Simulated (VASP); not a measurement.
# MoS (P6_3/mmc) in VASP: notebook

MoS is run at these levels: PBEsol; tasks: single point.

All numbers are computed with VASP 6.6.1; they aren't measurements. Logs are shortened: lines on timing, memory, paths and dates and some standing lists are left out, and cuts for length are marked.

## 1. The cell of the first run

Symmetry: P6_3/mmc, No. 194, hexagonal system. Conventional cell: a = 3.190 Å, b = 3.190 Å, c = 6.404 Å, α = 90.00°, β = 90.00°, γ = 120.00°. Within 3.3 Å of Mo (site symmetry -3m) lie 6 S at 2.44 Å and 8 Mo at 3.19 to 3.20 Å. Within 3.2 Å of S (site symmetry -6m2) lie 6 Mo at 2.44 Å and 6 S at 3.19 Å.

## 2. Single point, PBEsol, collinear spin

INCAR reads:

```
SYSTEM = MoS
  PREC = Accurate
  ENCUT = 500
  EDIFF = 1E-6
  ISMEAR = 0
  SIGMA = 0.1
  LREAL = .False.
  LASPH = .True.
  NELM = 200
  ALGO = Normal
  ISIF = 2
  LWAVE = .False.
  LCHARG = .True.
  ISPIN = 2
  MAGMOM = 3.5 3.5 0 0
  LORBIT = 11
  LMAXMIX = 4
  GGA = PS
  LELF = .True.
  LVHAR = .True.
  NBANDS = 32
  GGA_COMPAT = .False.
```

KPOINTS reads:

```
regular mesh
0
Gamma
  18 18 8
  0 0 0
```

POSCAR reads:

```
MoS
1.0
    3.1903878422      0.0000000000      0.0000000000
   -1.5951939211      2.7629569193      0.0000000000
    0.0000000000      0.0000000000      6.4037196636
Mo S
2 2
Direct
    0.0000000000      0.0000000000      0.0000000000
    0.0000000000      0.0000000000      0.5000000000
    0.3333333333      0.6666666667      0.2500000000
    0.6666666667      0.3333333333      0.7500000000
```

Potentials or basis: VASP PAW PBE potentials, release 64 (Mo_sv, S).

Launch:

```
$ cat potpaw_PBE.64/Mo_sv/POTCAR potpaw_PBE.64/S/POTCAR > POTCAR
$ mpirun -np 1 vasp_std > vasp.out
```

OUTCAR:

```text
SYSTEM = MoS
   PREC = Accurate
   ENCUT = 500
   EDIFF = 1E-6
   ISMEAR = 0
   LREAL = .False.
   LASPH = .True.
   NELM = 200
   ISIF = 2
   ISPIN = 2
   LORBIT = 11
   GGA = PS

 ion  position               nearest neighbor table
   1  0.000  0.000  0.000-   3 2.44   4 2.44   4 2.44   3 2.44   4 2.44   3 2.44   2 3.20   2 3.20

   2  0.000  0.000  0.500-   3 2.44   4 2.44   4 2.44   3 2.44   4 2.44   3 2.44   1 3.20   1 3.20

   3  0.333  0.667  0.250-   1 2.44   2 2.44   1 2.44   2 2.44   1 2.44   2 2.44
   4  0.667  0.333  0.750-   1 2.44   2 2.44   1 2.44   2 2.44   1 2.44   2 2.44

  LATTYP: Found a hexagonal cell.
 ALAT       =     3.1903878422
 C/A-ratio  =     2.0071915956

  Lattice vectors:

 A1 = (   3.1903878422,   0.0000000000,   0.0000000000)
 A2 = (  -1.5951939211,   2.7629569193,   0.0000000000)
 A3 = (   0.0000000000,   0.0000000000,   6.4037196636)

Analysis of symmetry for initial positions (statically):
=====================================================================
 Subroutine PRICEL returns:
 Original cell was already a primitive cell.

 Routine SETGRP: Setting up the symmetry group for a
 hexagonal supercell.

 Subroutine GETGRP returns: Found 24 space group operations
 (whereof 12 operations were pure point group operations)
 out of a pool of 24 trial point group operations.

The static configuration has the point symmetry D_3d.
 The point group associated with its full space group is D_6h.

Analysis of symmetry for dynamics (positions and initial velocities):
=====================================================================
 Subroutine PRICEL returns:
 Original cell was already a primitive cell.

 Routine SETGRP: Setting up the symmetry group for a
 hexagonal supercell.

 Subroutine GETGRP returns: Found 24 space group operations
 (whereof 12 operations were pure point group operations)
 out of a pool of 24 trial point group operations.

The dynamic configuration has the point symmetry D_3d.
 The point group associated with its full space group is D_6h.

Analysis of structural, dynamic, and magnetic symmetry:
=====================================================================
 Subroutine PRICEL returns:
 Original cell was already a primitive cell.

 Routine SETGRP: Setting up the symmetry group for a
 hexagonal supercell.

 Subroutine GETGRP returns: Found 24 space group operations
 (whereof 12 operations were pure point group operations)
 out of a pool of 24 trial point group operations.

The overall configuration has the point symmetry D_3d.
 The point group associated with its full space group is D_6h.

 Subroutine INISYM returns: Found 24 space group operations
 (whereof 12 operations are pure point group operations),
 and found     1 'primitive' translations

----------------------------------------------------------------------------------------

                                     Primitive cell

  volume of cell :      56.4482

  direct lattice vectors                    reciprocal lattice vectors
     3.190387842  0.000000000  0.000000000     0.313441515  0.180965543  0.000000000
    -1.595193921  2.762956919  0.000000000     0.000000000  0.361931087  0.000000000
     0.000000000  0.000000000  6.403719664     0.000000000  0.000000000  0.156159241

  length of vectors
     3.190387842  3.190387842  6.403719664     0.361931087  0.361931087  0.156159241

  position of ions in fractional coordinates (direct lattice)
     0.000000000  0.000000000  0.000000000
     0.000000000  0.000000000  0.500000000
     0.333333333  0.666666667  0.250000000
     0.666666667  0.333333333  0.750000000

  ion indices of the primitive-cell ions
   primitive index   ion index
                 1           1
                 2           2
                 3           3
                 4           4

----------------------------------------------------------------------------------------

 KPOINTS: regular mesh

Automatic generation of k-mesh.
 Grid dimensions read from file:
 generate k-points for:   18   18    8

 Generating k-lattice:

  Cartesian coordinates                     Fractional coordinates (reciprocal lattice)
     0.017413418  0.010053641  0.000000000     0.055555556 -0.000000000  0.000000000
     0.000000000  0.020107283  0.000000000     0.000000000  0.055555556  0.000000000
     0.000000000  0.000000000  0.019519905     0.000000000  0.000000000  0.125000000

  Length of vectors
     0.020107283  0.020107283  0.019519905

  Shift w.r.t. Gamma in fractional coordinates (k-lattice)
     0.000000000  0.000000000  0.000000000

 Subroutine IBZKPT returns following result:
 ===========================================

 Found    185 irreducible k-points:

 Following reciprocal coordinates:
            Coordinates               Weight
  0.000000  0.000000  0.000000      1.000000
  0.055556  0.000000  0.000000      6.000000
  0.111111  0.000000  0.000000      6.000000
  0.166667  0.000000  0.000000      6.000000
  0.222222 -0.000000  0.000000      6.000000
  0.277778  0.000000  0.000000      6.000000
[... 16 lines left out ...]
  0.333333  0.111111  0.000000     12.000000
  0.388889  0.111111  0.000000     12.000000
 [... further k-points ...]
   k-points           NKPTS =    185   k-points in BZ     NKDIM =    185   number of bands    NBANDS=     32
   number of dos      NEDOS =    301   number of ions     NIONS =      4
   total plane-waves  NPLWV =  27648
   dimension x,y,z NGX =    24 NGY =   24 NGZ =   48
   dimension x,y,z NGXF=    48 NGYF=   48 NGZF=   96
   ions per type =               2   2
   NGX,Y,Z   is equivalent  to a cutoff of  12.51, 12.51, 12.46 a.u.
   NGXF,Y,Z  is equivalent  to a cutoff of  25.01, 25.01, 24.92 a.u.
 SYSTEM =  MoS
   PREC   = accura    normal or accurate (medium, high low for compatibility)
   ISTART =      0    job   : 0-new  1-cont  2-samecut
   ICHARG =      2    charge: 1-file 2-atom 10-const
   ISPIN  =      2    spin polarized calculation?
   LNONCOLLINEAR =      F non collinear calculations
   LSORBIT =      F    spin-orbit coupling
   LASPH  =      T    aspherical Exc in radial PAW
   ENCUT  =  500.0 eV  36.75 Ry    6.06 a.u.   5.82  5.82 11.68*2*pi/ulx,y,z
   NELM   =    200;   NELMIN=  2; NELMDL= -5     # of ELM steps
   EDIFF  = 0.1E-05   stopping-criterion for ELM
   LREAL  =      F    real-space projection
   EDIFFG = 0.1E-04   stopping-criterion for IOM
   NSW    =      0    number of steps for IOM
   IBRION =     -1    ionic relax: 0-MD 1-quasi-New 2-CG
   NFREE  =      0    steps in history (QN), initial steepest desc. (CG)
   ISIF   =      2    stress and relaxation
   ISYM   =      2    0-nonsym 1-usesym 2-fastsym
   POTIM  = 0.5000    time-step for ionic-motion
   TEBEG  =    0.0;   TEEND  =   0.0 temperature during run
   PSTRESS=    0.0 pullay stress
   NELECT =      40.0000    total number of electrons
   NUPDOWN=      -1.0000    fix difference up-down
   EMIN   =  10.00;   EMAX   =-10.00  energy-range for DOS
   EFERMI =   0.00;   METHOD = LEGACY
   ISMEAR =     0;   SIGMA  =   0.10  broadening in eV -4-tet -1-fermi 0-gaus
   EFERMI_NEDOS =   21; number of points for ismear=-14 and -15
   IALGO  =     38    algorithm
   IMIX   =      4    mixing-type and parameters
     AMIX     =   0.40;   BMIX     =  1.00
     AMIX_MAG =   1.60;   BMIX_MAG =  1.00
  volume/ion in A,a.u.               =      14.11        95.23
  Fermi-wavevector in a.u.,A,eV,Ry     =   1.459525  2.758102 28.983309  2.130213
  Thomas-Fermi vector in A             =   2.576082
   LORBIT       =     11    0 simple, 1 ext, 2 COOP (PROOUT), +10 PAW based schemes
   GGA     = PS    functional components
   LHFCALC =     F    Hartree Fock is set to
   AEXX    =    0.0000 exact exchange contribution
   IVDW    =     0    specifies the selected vdW correction
   LEPSILON=     F    determine dielectric tensor
   LRPA    =     F    only Hartree local field effects (RPA)
 spin polarized calculation
 Gauss-broadening in eV      SIGMA  =   0.10
  energy-cutoff  :      500.00
  volume of cell :       56.45
 maximum number of plane-waves:      1448
 NGX is ok and might be reduce to    24
   NGX = 11   NGY = 11   NGZ = 23

 number of electron      39.9999998 magnetization      -0.0189544

 number of electron      39.9999998 magnetization       0.0034008

 Free energy of the ion-electron system (eV)
  ---------------------------------------------------
  ext. energy  EPLUGINS =         0.00000000
  ---------------------------------------------------
  free energy    TOTEN  =       -34.17309885 eV

  energy without entropy =      -34.15621170  energy(sigma->0) =      -34.16465528

 E-fermi :  12.6438     XC(G=0): -12.8725

 val. band max:       12.6434084776   @ k =   0.0556   0.0000   0.1250
 cond. band min:      12.6463999476   @ k =   0.0556   0.0000   0.0000
 fundamental gap:      0.0029914700
 Fermi energy:        12.6437806955

 spin component 1

 k-point     1 :       0.0000    0.0000    0.0000
  band No.  band energies     occupation
      1     -48.9335      1.00000
      2     -48.9133      1.00000
      3     -23.4523      1.00000
      4     -23.1449      1.00000
      5     -22.8872      1.00000
      6     -22.8872      1.00000
[... 829 lines left out ...]
     31      20.8074      0.00000
     32      21.5654      0.00000

 [... further k-points ...]

 spin component 2

 k-point     1 :       0.0000    0.0000    0.0000
  band No.  band energies     occupation
      1     -48.9328      1.00000
      2     -48.9125      1.00000
      3     -23.4514      1.00000
      4     -23.1441      1.00000
      5     -22.8864      1.00000
      6     -22.8864      1.00000
[... 829 lines left out ...]
     31      20.8080      0.00000
     32      21.5660      0.00000

 [... further k-points ...]

------------------------ aborting loop because EDIFF is reached ----------------------------------------

  FORCE on cell =-STRESS in cart. coord.  units (eV):
  Direction    XX          YY          ZZ          XY          YZ          ZX
  --------------------------------------------------------------------------------------
  -------------------------------------------------------------------------------------
  Total        0.0890655      0.0890655      0.1858156      0.0000000      0.0000000      0.0000000
  in kB        2.5279605      2.5279605      5.2740317      0.0000000      0.0000000      0.0000000
  external PRESSURE =       3.4433175 kB  Pullay stress =       0.0000000 kB

 VOLUME and BASIS-vectors are now :
 -----------------------------------------------------------------------------
  energy-cutoff  :      500.00
  volume of cell :       56.45
      direct lattice vectors                 reciprocal lattice vectors
     3.190387842  0.000000000  0.000000000     0.313441515  0.180965543  0.000000000
    -1.595193921  2.762956919  0.000000000     0.000000000  0.361931087  0.000000000
     0.000000000  0.000000000  6.403719664     0.000000000  0.000000000  0.156159241

 POSITION                                       TOTAL-FORCE (eV/Angst)
 -----------------------------------------------------------------------------------
      0.00000      0.00000      0.00000         0.000000      0.000000     -0.000000
      0.00000      0.00000      3.20186         0.000000      0.000000     -0.000000
     -0.00000      1.84197      1.60093        -0.000000      0.000000     -0.000000
      1.59519      0.92099      4.80279         0.000000     -0.000000      0.000000
 -----------------------------------------------------------------------------------
    total drift:                               -0.000000      0.000000      0.000000

  FREE ENERGIE OF THE ION-ELECTRON SYSTEM (eV)
  ---------------------------------------------------
  free  energy   TOTEN  =       -34.1730988544 eV

  energy  without entropy=      -34.1562117020  energy(sigma->0) =      -34.16465528

 total charge

# of ion       s       p       d       tot
------------------------------------------
    1        2.244   6.166   4.122  12.532
    2        2.244   6.166   4.122  12.532
    3        1.304   2.396   0.000   3.700
    4        1.304   2.396   0.000   3.700
--------------------------------------------------
tot          7.096  17.125   8.245  32.465

 magnetization (x)

# of ion       s       p       d       tot
------------------------------------------
    1        0.000   0.000   0.001   0.001
    2        0.000   0.000   0.001   0.001
    3       -0.000  -0.000   0.000  -0.000
    4       -0.000  -0.000   0.000  -0.000
--------------------------------------------------
tot          0.000   0.000   0.001   0.001
```

Run time: 3 min. Hardware: 1 thread of Intel Xeon 6975P-C (Granite Rapids), shared host; peak memory 0.49 GiB.

What came out:

- Free energy: -34.1731 eV
- Pressure: 0.3 GPa
- Band gap on the k mesh: zero (filled and empty bands overlap)
- Net moment: 0.00 μB per cell
- Valence electrons inside the program's atomic spheres: Mo 12.53; S 3.70

Caveat: the PAW data sets were made with another functional, which shifts forces and pressure a little.

(Continued in part 2 of 2.)
